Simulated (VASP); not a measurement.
# Al (Fm-3m) in VASP: a series of runs

Al is run at these levels: r2SCAN; tasks: single point, relaxation of cell and atoms.

Everything below comes from runs of VASP 6.6.1. Logs are shortened: lines on timing, memory, paths and dates and some standing lists are left out, and cuts for length are marked.

### Step 1. The cell of the first run

Symmetry: Fm-3m, No. 225, cubic system. Conventional cell: a = 4.070 Å, b = 4.070 Å, c = 4.070 Å, α = 90.00°, β = 90.00°, γ = 90.00°. Al (site symmetry m-3m) has 12 Al at 2.88 Å within 3.8 Å.

### Step 2. Single point, r2SCAN (volume scaled by 1.06)

File POSCAR:

```
Al
1.0
    0.0000000000      2.0351503298      2.0351503298
    2.0351503298      0.0000000000      2.0351503298
    2.0351503298      2.0351503298      0.0000000000
Al
1
Direct
    0.0000000000      0.0000000000      0.0000000000
```

File INCAR.step1:

```
SYSTEM = Al
ALGO = Normal ; EDIFF = 1E-4
ENCUT = 520 ; GGA = PE
ISMEAR = 0 ; LASPH = .TRUE.
LCHARG = .FALSE. ; LREAL = .FALSE.
LWAVE = .TRUE. ; NBANDS = 8
NELM = 80 ; PREC = Accurate
SIGMA = 0.1
```

File INCAR.step2:

```
SYSTEM = Al
ALGO = Normal ; EDIFF = 1E-6
ENCUT = 520 ; ISIF = 2
ISMEAR = 0 ; ISTART = 1
LASPH = .TRUE. ; LCHARG = .FALSE.
LMIXTAU = .TRUE. ; LREAL = .FALSE.
LWAVE = .FALSE. ; METAGGA = R2SCAN
NBANDS = 8 ; NELM = 80
PREC = Accurate ; SIGMA = 0.1
```

File KPOINTS:

```
k-points
0
G
  18 18 18
  0 0 0
```

Potentials or basis: VASP PAW PBE potentials, release 64 (Al).

Run with:

```console
$ cat potpaw_PBE.64/Al/POTCAR > POTCAR
$ cp INCAR.step1 INCAR
$ mpirun -np 1 vasp_std > vasp.out
$ cp INCAR.step2 INCAR
$ mpirun -np 1 vasp_std > vasp.out
```

OUTCAR:

```text
SYSTEM = Al
   EDIFF = 1E-6
   ENCUT = 520
   ISIF = 2
   ISMEAR = 0
   ISTART = 1
   LASPH = .TRUE.
   LREAL = .FALSE.
   METAGGA = R2SCAN
   NELM = 80
   PREC = Accurate

 ion  position               nearest neighbor table
   1  0.000  0.000  0.000-

  LATTYP: Found a face centered cubic cell.
 ALAT       =     4.0703006596

  Lattice vectors:

 A1 = (   0.0000000000,   2.0351503298,   2.0351503298)
 A2 = (   2.0351503298,   0.0000000000,   2.0351503298)
 A3 = (   2.0351503298,   2.0351503298,   0.0000000000)

Analysis of symmetry for initial positions (statically):
=====================================================================
 Subroutine PRICEL returns:
 Original cell was already a primitive cell.

 Routine SETGRP: Setting up the symmetry group for a
 face centered cubic supercell.

 Subroutine GETGRP returns: Found 48 space group operations
 (whereof 48 operations were pure point group operations)
 out of a pool of 48 trial point group operations.

The static configuration has the point symmetry O_h .

Analysis of symmetry for dynamics (positions and initial velocities):
=====================================================================
 Subroutine PRICEL returns:
 Original cell was already a primitive cell.

 Routine SETGRP: Setting up the symmetry group for a
 face centered cubic supercell.

 Subroutine GETGRP returns: Found 48 space group operations
 (whereof 48 operations were pure point group operations)
 out of a pool of 48 trial point group operations.

The dynamic configuration has the point symmetry O_h .

 Subroutine INISYM returns: Found 48 space group operations
 (whereof 48 operations are pure point group operations),
 and found     1 'primitive' translations

----------------------------------------------------------------------------------------

                                     Primitive cell

  volume of cell :      16.8585

  direct lattice vectors                    reciprocal lattice vectors
     0.000000000  2.035150330  2.035150330    -0.245682097  0.245682097  0.245682097
     2.035150330  0.000000000  2.035150330     0.245682097 -0.245682097  0.245682097
     2.035150330  2.035150330  0.000000000     0.245682097  0.245682097 -0.245682097

  length of vectors
     2.878137198  2.878137198  2.878137198     0.425533874  0.425533874  0.425533874

  position of ions in fractional coordinates (direct lattice)
     0.000000000  0.000000000  0.000000000

  ion indices of the primitive-cell ions
   primitive index   ion index
                 1           1

----------------------------------------------------------------------------------------

 KPOINTS: k-points

Automatic generation of k-mesh.
 Grid dimensions read from file:
 generate k-points for:   18   18   18

 Generating k-lattice:

  Cartesian coordinates                     Fractional coordinates (reciprocal lattice)
    -0.013649005  0.013649005  0.013649005     0.055555556  0.000000000  0.000000000
     0.013649005 -0.013649005  0.013649005     0.000000000  0.055555556  0.000000000
     0.013649005  0.013649005 -0.013649005     0.000000000  0.000000000  0.055555556

  Length of vectors
     0.023640771  0.023640771  0.023640771

  Shift w.r.t. Gamma in fractional coordinates (k-lattice)
     0.000000000  0.000000000  0.000000000

 Subroutine IBZKPT returns following result:
 ===========================================

 Found    195 irreducible k-points:

 Following reciprocal coordinates:
            Coordinates               Weight
  0.000000  0.000000  0.000000      1.000000
  0.055556  0.000000  0.000000      8.000000
  0.111111  0.000000  0.000000      8.000000
  0.166667  0.000000  0.000000      8.000000
  0.222222  0.000000  0.000000      8.000000
  0.277778  0.000000  0.000000      8.000000
[... 16 lines left out ...]
 -0.277778  0.055556  0.000000     24.000000
 -0.222222  0.055556  0.000000     24.000000
 [... further k-points ...]
   k-points           NKPTS =    195   k-points in BZ     NKDIM =    195   number of bands    NBANDS=      8
   number of dos      NEDOS =    301   number of ions     NIONS =      1
   total plane-waves  NPLWV =  13824
   dimension x,y,z NGX =    24 NGY =   24 NGZ =   24
   dimension x,y,z NGXF=    48 NGYF=   48 NGZF=   48
   ions per type =               1
   NGX,Y,Z   is equivalent  to a cutoff of  13.86, 13.86, 13.86 a.u.
   NGXF,Y,Z  is equivalent  to a cutoff of  27.73, 27.73, 27.73 a.u.
 SYSTEM =  Al
   PREC   = accura    normal or accurate (medium, high low for compatibility)
   ISTART =      1    job   : 0-new  1-cont  2-samecut
   ICHARG =      0    charge: 1-file 2-atom 10-const
   ISPIN  =      1    spin polarized calculation?
   LNONCOLLINEAR =      F non collinear calculations
   LSORBIT =      F    spin-orbit coupling
   LASPH  =      T    aspherical Exc in radial PAW
   ENCUT  =  520.0 eV  38.22 Ry    6.18 a.u.   5.35  5.35  5.35*2*pi/ulx,y,z
   NELM   =     80;   NELMIN=  2; NELMDL=  0     # of ELM steps
   EDIFF  = 0.1E-05   stopping-criterion for ELM
   LREAL  =      F    real-space projection
   EDIFFG = 0.1E-04   stopping-criterion for IOM
   NSW    =      0    number of steps for IOM
   IBRION =     -1    ionic relax: 0-MD 1-quasi-New 2-CG
   NFREE  =      0    steps in history (QN), initial steepest desc. (CG)
   ISIF   =      2    stress and relaxation
   ISYM   =      2    0-nonsym 1-usesym 2-fastsym
   POTIM  = 0.5000    time-step for ionic-motion
   TEBEG  =    0.0;   TEEND  =   0.0 temperature during run
   PSTRESS=    0.0 pullay stress
   NELECT =       3.0000    total number of electrons
   NUPDOWN=      -1.0000    fix difference up-down
   EMIN   =  10.00;   EMAX   =-10.00  energy-range for DOS
   EFERMI =   0.00;   METHOD = LEGACY
   ISMEAR =     0;   SIGMA  =   0.10  broadening in eV -4-tet -1-fermi 0-gaus
   EFERMI_NEDOS =   21; number of points for ismear=-14 and -15
   IALGO  =     38    algorithm
   IMIX   =      4    mixing-type and parameters
     AMIX     =   0.40;   BMIX     =  1.00
     AMIX_MAG =   1.60;   BMIX_MAG =  1.00
  volume/ion in A,a.u.               =      16.86       113.77
  Fermi-wavevector in a.u.,A,eV,Ry     =   0.920821  1.740100 11.536545  0.847912
  Thomas-Fermi vector in A             =   2.046169
   LORBIT       =      0    0 simple, 1 ext, 2 COOP (PROOUT), +10 PAW based schemes
   METAGGA = R2SCAN    functional components
   LHFCALC =     F    Hartree Fock is set to
   AEXX    =    0.0000 exact exchange contribution
   IVDW    =     0    specifies the selected vdW correction
   LEPSILON=     F    determine dielectric tensor
   LRPA    =     F    only Hartree local field effects (RPA)
 non-spin polarized calculation
 Gauss-broadening in eV      SIGMA  =   0.10
  energy-cutoff  :      520.00
  volume of cell :       16.86
 maximum number of plane-waves:       467
 NGX is ok and might be reduce to    24
   NGX = 11   NGY = 11   NGZ = 11

 number of electron       3.0000000 magnetization

 Free energy of the ion-electron system (eV)
  ---------------------------------------------------
  ext. energy  EPLUGINS =         0.00000000
  ---------------------------------------------------
  free energy    TOTEN  =        -6.72028287 eV

  energy without entropy =       -6.71740611  energy(sigma->0) =       -6.71884449

 E-fermi :   7.7945     XC(G=0): -10.8267

 val. band max:        7.7929282772   @ k =  -0.4444   0.3333   0.1111
 cond. band min:       7.8207181260   @ k =  -0.2222   0.3889   0.1667
 fundamental gap:      0.0277898488
 Fermi energy:         7.7945294369

 k-point     1 :       0.0000    0.0000    0.0000
  band No.  band energies     occupation
      1      -3.8919      2.00000
      2      20.9969      0.00000
      3      20.9969      0.00000
      4      20.9969      0.00000
      5      22.7201      0.00000
      6      22.7201      0.00000
      7      22.7201      0.00000
      8      25.0027      0.00000

 k-point     2 :       0.0556    0.0000    0.0000
  band No.  band energies     occupation
      1      -3.8039      2.00000
      2      19.4391      0.00000
      3      20.6950      0.00000
      4      20.6950      0.00000
      5      23.1600      0.00000
      6      23.1600      0.00000
      7      23.2766      0.00000
      8      25.9424      0.00000

 k-point     3 :       0.1111    0.0000    0.0000
  band No.  band energies     occupation
      1      -3.5401      2.00000
      2      17.1147      0.00000
      3      20.1788      0.00000
      4      20.1788      0.00000
      5      23.3218      0.00000
      6      24.0613      0.00000
      7      24.0613      0.00000
      8      26.5759      0.00000

 k-point     4 :       0.1667    0.0000    0.0000
  band No.  band energies     occupation
      1      -3.1016      2.00000
      2      14.7697      0.00000
      3      19.7212      0.00000
      4      19.7212      0.00000
      5      23.1467      0.00000
      6      24.6912      0.00000
      7      24.6912      0.00000
      8      25.8923      0.00000

 k-point     5 :       0.2222    0.0000    0.0000
  band No.  band energies     occupation
      1      -2.4898      2.00000
      2      12.5029      0.00000
      3      19.3829      0.00000
      4      19.3829      0.00000
      5      22.9666      0.00000
      6      23.8416      0.00000
      7      23.8416      0.00000
      8      26.9058      0.00000
[... 177 lines left out ...]
 k-point    22 :      -0.3333    0.0556    0.0000
  band No.  band energies     occupation
      1      -0.3253      2.00000
      2       7.7458      1.50910
      3      17.3748      0.00000
      4      20.3930      0.00000
      5      20.4379      0.00000
      6      21.9535      0.00000
      7      23.5772      0.00000
      8      26.5906      0.00000

 k-point    23 :      -0.2778    0.0556    0.0000
  band No.  band energies     occupation
      1      -1.3314      2.00000
      2       9.7234      0.00000
      3      17.3936      0.00000
      4      20.4132      0.00000
      5      21.3415      0.00000
      6      22.8561      0.00000
      7      23.5296      0.00000
      8      27.4233      0.00000

 k-point    24 :      -0.2222    0.0556    0.0000
  band No.  band energies     occupation
      1      -2.1703      2.00000
      2      11.8303      0.00000
      3      17.5634      0.00000
      4      20.5531      0.00000
      5      22.3880      0.00000
      6      23.5013      0.00000
      7      23.9721      0.00000
      8      26.2565      0.00000

 [... further k-points ...]
[... 5 lines left out ...]
  --------------------------------------------------------------------------------------
  -------------------------------------------------------------------------------------
  Total       -0.5206368     -0.5206368     -0.5206368     -0.0000000     -0.0000000      0.0000000
  in kB      -49.4795751    -49.4795751    -49.4795751     -0.0000000     -0.0000000      0.0000000
  external PRESSURE =     -49.4795751 kB  Pullay stress =       0.0000000 kB

 VOLUME and BASIS-vectors are now :
 -----------------------------------------------------------------------------
  energy-cutoff  :      520.00
  volume of cell :       16.86
      direct lattice vectors                 reciprocal lattice vectors
     0.000000000  2.035150330  2.035150330    -0.245682097  0.245682097  0.245682097
     2.035150330  0.000000000  2.035150330     0.245682097 -0.245682097  0.245682097
     2.035150330  2.035150330  0.000000000     0.245682097  0.245682097 -0.245682097

 POSITION                                       TOTAL-FORCE (eV/Angst)
 -----------------------------------------------------------------------------------
      0.00000      0.00000      0.00000         0.000000      0.000000      0.000000
 -----------------------------------------------------------------------------------
    total drift:                               -0.000000     -0.000000     -0.000000

  FREE ENERGIE OF THE ION-ELECTRON SYSTEM (eV)
  ---------------------------------------------------
  free  energy   TOTEN  =        -6.7202828694 eV

  energy  without entropy=       -6.7174061078  energy(sigma->0) =       -6.71884449
```

It took 46 s on 1 thread of Intel Xeon Platinum 8488C (Sapphire Rapids), shared host; peak memory 0.14 GiB.

Results:

```yaml
Free_energy: -6.7203 eV
Pressure: -4.9 GPa
```

Caveat: the PAW data sets were made with another functional, which shifts forces and pressure a little.

[end of part 1 of 3]
